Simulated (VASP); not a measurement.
# SnSe2 (P-3m1) in VASP: notebook, part 2 of 2

VASP 6.6.1. Earlier steps stand in the parts before.

### Step 5. Single point, LDA

This run uses another cell than the first one, of 26.30 Å³/atom, 1.030 times its volume.

INCAR reads:

```
ALGO = Normal
EDIFF = 1E-6
ENCUT = 520
GGA = CA
ISIF = 2
ISMEAR = 0
LASPH = T
LCHARG = F
LREAL = F
LWAVE = F
NBANDS = 20
NELM = 100
PREC = Accurate
SIGMA = 0.01
```

KPOINTS reads:

```
k-points
0
Gamma
  12 12 4
```

POSCAR reads:

```
SnSe2
1.0
    3.8251491972      0.0000000000      0.0000000000
   -1.9125745986      3.3126763781      0.0000000000
    0.0000000000      0.0000000000      6.2270814759
Sn Se
1 2
Direct
    0.0000000000      0.0000000000      0.0000000000
    0.3333333333      0.6666666667      0.2530781097
    0.6666666667      0.3333333333      0.7469218903
```

Potentials or basis: VASP PAW LDA potentials, release 64 (Sn_d, Se).

Started as:

```bash
$ cat potpaw_LDA.64/Sn_d/POTCAR potpaw_LDA.64/Se/POTCAR > POTCAR
$ mpirun -np 1 vasp_std > vasp.out
```

OUTCAR:

```text
EDIFF = 1E-6
   ENCUT = 520
   GGA = CA
   ISIF = 2
   ISMEAR = 0
   LASPH = T
   LREAL = F
   NELM = 100
   PREC = Accurate

 ion  position               nearest neighbor table
   1  0.000  0.000  0.000-   2 2.71   3 2.71   3 2.71   2 2.71   3 2.71   2 2.71
   2  0.333  0.667  0.253-   1 2.71   1 2.71   1 2.71
   3  0.667  0.333  0.747-   1 2.71   1 2.71   1 2.71

  LATTYP: Found a hexagonal cell.
 ALAT       =     3.8251491972
 C/A-ratio  =     1.6279316583

  Lattice vectors:

 A1 = (   3.8251491972,   0.0000000000,   0.0000000000)
 A2 = (  -1.9125745986,   3.3126763781,   0.0000000000)
 A3 = (   0.0000000000,   0.0000000000,   6.2270814759)

Analysis of symmetry for initial positions (statically):
=====================================================================
 Subroutine PRICEL returns:
 Original cell was already a primitive cell.

 Routine SETGRP: Setting up the symmetry group for a
 hexagonal supercell.

 Subroutine GETGRP returns: Found 12 space group operations
 (whereof 12 operations were pure point group operations)
 out of a pool of 24 trial point group operations.

The static configuration has the point symmetry D_3d.

Analysis of symmetry for dynamics (positions and initial velocities):
=====================================================================
 Subroutine PRICEL returns:
 Original cell was already a primitive cell.

 Routine SETGRP: Setting up the symmetry group for a
 hexagonal supercell.

 Subroutine GETGRP returns: Found 12 space group operations
 (whereof 12 operations were pure point group operations)
 out of a pool of 24 trial point group operations.

The dynamic configuration has the point symmetry D_3d.

 Subroutine INISYM returns: Found 12 space group operations
 (whereof 12 operations are pure point group operations),
 and found     1 'primitive' translations

[... 113 lines left out ...]
   IALGO  =     38    algorithm
   IMIX   =      4    mixing-type and parameters
     AMIX     =   0.40;   BMIX     =  1.00
     AMIX_MAG =   1.60;   BMIX_MAG =  1.00
  volume/ion in A,a.u.               =      26.30       177.50
  Fermi-wavevector in a.u.,A,eV,Ry     =   1.130738  2.136785 17.395978  1.278568
  Thomas-Fermi vector in A             =   2.267435
   LORBIT       =      0    0 simple, 1 ext, 2 COOP (PROOUT), +10 PAW based schemes
   GGA     = CA    functional components
   LHFCALC =     F    Hartree Fock is set to
   AEXX    =    0.0000 exact exchange contribution
   IVDW    =     0    specifies the selected vdW correction
   LEPSILON=     F    determine dielectric tensor
   LRPA    =     F    only Hartree local field effects (RPA)
 non-spin polarized calculation
 Gauss-broadening in eV      SIGMA  =   0.01
  energy-cutoff  :      520.00
  volume of cell :       78.91
 maximum number of plane-waves:      2142
   NGX = 15   NGY = 15   NGZ = 23

 number of electron      26.0000000 magnetization

 Free energy of the ion-electron system (eV)
  ---------------------------------------------------
  ext. energy  EPLUGINS =         0.00000000
  ---------------------------------------------------
  free energy    TOTEN  =       -13.77024043 eV

  energy without entropy =      -13.77024043  energy(sigma->0) =      -13.77024043

 E-fermi :   3.9865     XC(G=0):  -9.7017

 val. band max:        3.8673117892   @ k =   0.0833   0.0833   0.0000
 cond. band min:       4.4891812061   @ k =   0.5000  -0.0000   0.5000
 fundamental gap:      0.6218694169
 Fermi energy:         3.9864665405

 k-point     1 :       0.0000    0.0000    0.0000
  band No.  band energies     occupation
      1     -17.2806      2.00000
      2     -17.2806      2.00000
      3     -17.2400      2.00000
      4     -17.2285      2.00000
      5     -17.2285      2.00000
      6      -9.9528      2.00000
[... 541 lines left out ...]
     19      11.8048      0.00000
     20      12.7689      0.00000

 [... further k-points ...]

------------------------ aborting loop because EDIFF is reached ----------------------------------------

  FORCE on cell =-STRESS in cart. coord.  units (eV):
  Direction    XX          YY          ZZ          XY          YZ          ZX
  --------------------------------------------------------------------------------------
  -------------------------------------------------------------------------------------
  Total       -0.7607797     -0.7607797     -0.6337718     -0.0000000      0.0000000     -0.0000000
  in kB      -15.4474766    -15.4474766    -12.8686080     -0.0000000      0.0000000     -0.0000000
  external PRESSURE =     -14.5878538 kB  Pullay stress =       0.0000000 kB

 VOLUME and BASIS-vectors are now :
 -----------------------------------------------------------------------------
  energy-cutoff  :      520.00
  volume of cell :       78.91
      direct lattice vectors                 reciprocal lattice vectors
     3.825149197  0.000000000  0.000000000     0.261427711  0.150935359  0.000000000
    -1.912574599  3.312676378  0.000000000     0.000000000  0.301870719  0.000000000
     0.000000000  0.000000000  6.227081476     0.000000000  0.000000000  0.160588874

 POSITION                                       TOTAL-FORCE (eV/Angst)
 -----------------------------------------------------------------------------------
      0.00000      0.00000      0.00000         0.000000      0.000000     -0.000000
     -0.00000      2.20845      1.57594        -0.000000     -0.000000      0.002166
      1.91257      1.10423      4.65114        -0.000000      0.000000     -0.002166
 -----------------------------------------------------------------------------------
    total drift:                               -0.000000     -0.000000      0.000000

  FREE ENERGIE OF THE ION-ELECTRON SYSTEM (eV)
  ---------------------------------------------------
  free  energy   TOTEN  =       -13.7702404344 eV

  energy  without entropy=      -13.7702404344  energy(sigma->0) =      -13.77024043
```

OSZICAR:

```text
N       E                     dE             d eps       ncg     rms          rms(c)
DAV:   1     0.204738485875E+03    0.20474E+03   -0.12128E+04  2804   0.145E+03
DAV:   2     0.994115384739E+01   -0.19480E+03   -0.18736E+03  2980   0.384E+02
DAV:   3    -0.132170043102E+02   -0.23158E+02   -0.22567E+02  3316   0.114E+02
DAV:   4    -0.140464675894E+02   -0.82946E+00   -0.82802E+00  3292   0.229E+01
DAV:   5    -0.140666389669E+02   -0.20171E-01   -0.20170E-01  3808   0.375E+00    0.509E+00
DAV:   6    -0.138045417844E+02    0.26210E+00   -0.50015E-01  4136   0.725E+00    0.323E+00
DAV:   7    -0.137738066324E+02    0.30735E-01   -0.13603E-01  3228   0.222E+00    0.938E-01
DAV:   8    -0.137704770691E+02    0.33296E-02   -0.10128E-02  3600   0.939E-01    0.257E-01
DAV:   9    -0.137702414630E+02    0.23561E-03   -0.11057E-03  3176   0.240E-01    0.770E-02
DAV:  10    -0.137702385470E+02    0.29160E-05   -0.89745E-05  3304   0.616E-02    0.288E-02
DAV:  11    -0.137702407790E+02   -0.22319E-05   -0.98385E-06  3132   0.186E-02    0.422E-03
DAV:  12    -0.137702404344E+02    0.34457E-06   -0.97482E-07  2052   0.665E-03
   1 F= -.13770240E+02 E0= -.13770240E+02  d E =-.128426E-65
```

Wall time 36 s (1 thread of Intel Xeon 6975P-C (Granite Rapids), shared host); peak memory 0.23 GiB.

Results:

```
Free energy            : -13.7702 eV
Pressure               : -1.5 GPa
Band gap on the k mesh : 0.62 eV, indirect (least direct gap 0.93 eV)
```

Forces in eV/Å, atoms in the order of the input:
```
Sn   0.000  0.000  0.000
Se   0.000  0.000  0.002
Se   0.000  0.000 -0.002
```

Levels at points of the mesh, in eV from the valence-band top:
| k point | band 10 | band 11 | band 12 | band 13 | band 14 | band 15 | band 16 | band 17 |
| --- | --- | --- | --- | --- | --- | --- | --- | --- |
| (0.00, 0.00, 0.00) | -0.58 | -0.30 | -0.30 | -0.12 | 0.81 | 2.91 | 4.53 | 4.53 |
| (0.50, 0.00, 0.00) | -2.93 | -2.50 | -1.31 | -0.27 | 1.06 | 3.59 | 5.21 | 5.25 |
| (0.00, 0.00, 0.50) | -0.68 | -0.68 | -0.14 | -0.14 | 2.32 | 2.81 | 4.27 | 4.27 |
| (0.50, 0.00, 0.50) | -2.32 | -2.02 | -0.86 | -0.67 | 0.62 | 4.00 | 4.59 | 5.72 |

Caveat: spin-orbit coupling is left out, which moves the levels of the heavy elements.

### Step 6. Single point, r2SCAN+rVV10

This run uses another cell than the first one, of 26.30 Å³/atom, 1.030 times its volume.

POSCAR is that of step 5.

INCAR.step1 reads:

```
PREC = Accurate
ENCUT = 520
ISMEAR = -1
SIGMA = 0.02
LREAL = F
LASPH = T
NELM = 60
NBANDS = 20
GGA = PE
ALGO = Normal
EDIFF = 1E-4
LWAVE = T
LCHARG = F
```

INCAR.step2 reads:

```
PREC = Accurate
ENCUT = 520
EDIFF = 1E-6
ISMEAR = -1
SIGMA = 0.02
LREAL = F
LASPH = T
NELM = 60
ALGO = Normal
ISIF = 2
LWAVE = F
LCHARG = T
METAGGA = R2SCAN
LMIXTAU = T
LUSE_VDW = T
IVDW_NL = 2
BPARAM = 11.95
CPARAM = 0.0093
LELF = T
LVHAR = T
NBANDS = 20
ISTART = 1
```

KPOINTS reads:

```
Automatic mesh
0
Gamma
  12 12 4
```

Potentials or basis: VASP PAW PBE potentials, release 64 (Sn_d, Se).

Started as:

```bash
$ cat potpaw_PBE.64/Sn_d/POTCAR potpaw_PBE.64/Se/POTCAR > POTCAR
$ cp INCAR.step1 INCAR
$ mpirun -np 1 vasp_std > vasp.out
$ cp INCAR.step2 INCAR
$ mpirun -np 1 vasp_std > vasp.out
```

Wall time 3.4 min (1 thread of Intel Xeon 6975P-C (Granite Rapids), shared host); peak memory 0.4 GiB.

It converged, with:

```yaml
Free_energy: -53.9777 eV
Pressure: 0.2 GPa
Largest_force: 0.031 eV/Å
Band_gap_on_the_k_mesh: 0.99 eV, indirect (least direct gap 1.47 eV)
```

Forces in eV/Å, atoms in the order of the input:
```
Sn   0.000  0.000  0.000
Se   0.000  0.000  0.031
Se   0.000  0.000 -0.031
```

Levels at points of the mesh, in eV from the valence-band top:
| k point | band 9 | band 10 | band 11 | band 12 | band 13 | band 14 | band 15 | band 16 | band 17 | band 18 |
| --- | --- | --- | --- | --- | --- | --- | --- | --- | --- | --- |
| (0.00, 0.00, 0.00) | -0.59 | -0.59 | -0.31 | -0.31 | -0.11 | 1.40 | 3.54 | 5.05 | 5.05 | 8.64 |
| (0.50, 0.00, 0.00) | -4.43 | -2.95 | -2.55 | -1.24 | -0.28 | 1.39 | 4.23 | 5.76 | 5.79 | 7.42 |
| (0.00, 0.00, 0.50) | -2.14 | -0.69 | -0.69 | -0.15 | -0.15 | 2.81 | 3.48 | 4.78 | 4.78 | 8.53 |
| (0.50, 0.00, 0.50) | -4.89 | -2.37 | -2.01 | -0.84 | -0.68 | 0.99 | 4.59 | 5.15 | 6.27 | 6.61 |

Caveat: the PAW data sets were made with another functional, which shifts forces and pressure a little; spin-orbit coupling is left out, which moves the levels of the heavy elements.

### Step 7. Overview

| level | potentials or basis | cell | smearing | gap on the mesh (eV) | pressure (GPa) | largest force (eV/Å) |
| --- | --- | --- | --- | --- | --- | --- |
| PBE+D3(BJ) | VASP PAW PBE potentials, release 64 (Sn_d, Se) | a = 3.839, b = 3.839, c = 6.004 Å, angles 90.0, 90.0, 120.0°, 3 atoms | fermi-dirac 0.02 eV | 0.47 | 0.1 | 0.02 |
| PBE+D4 | VASP PAW PBE potentials, release 64 (Sn_d, Se) | a = 3.837, b = 3.837, c = 6.000 Å, angles 90.0, 90.0, 120.0°, 3 atoms | fermi-dirac 0.02 eV | 0.47 | 0.1 | 0.02 |
| PBE | VASP PAW PBE potentials, release 64 (Sn_d, Se) | a = 3.825, b = 3.825, c = 6.227 Å, angles 90.0, 90.0, 120.0°, 3 atoms | fermi-dirac 0.02 eV | 0.74 | 3.0 | 0.28 |
| LDA | VASP PAW LDA potentials, release 64 (Sn_d, Se) | a = 3.825, b = 3.825, c = 6.227 Å, angles 90.0, 90.0, 120.0°, 3 atoms | gaussian 0.01 eV | 0.62 | -1.5 | - |
| r2SCAN+rVV10 | VASP PAW PBE potentials, release 64 (Sn_d, Se) | a = 3.825, b = 3.825, c = 6.227 Å, angles 90.0, 90.0, 120.0°, 3 atoms | fermi-dirac 0.02 eV | 0.99 | 0.2 | 0.03 |

Alike in all rows: task single point; no spin polarisation; k mesh 12 × 12 × 4; cutoff (eV) 520.

Caveats: spin-orbit coupling is left out, which moves the levels of the heavy elements; this functional lacks dispersion, which binds the layers, so the pressure and a relaxed spacing across them are unreliable (some runs); the PAW data sets were made with another functional, which shifts forces and pressure a little (some runs).

Total energies depend on the potentials used, so only differences within one code and one set of settings carry meaning.
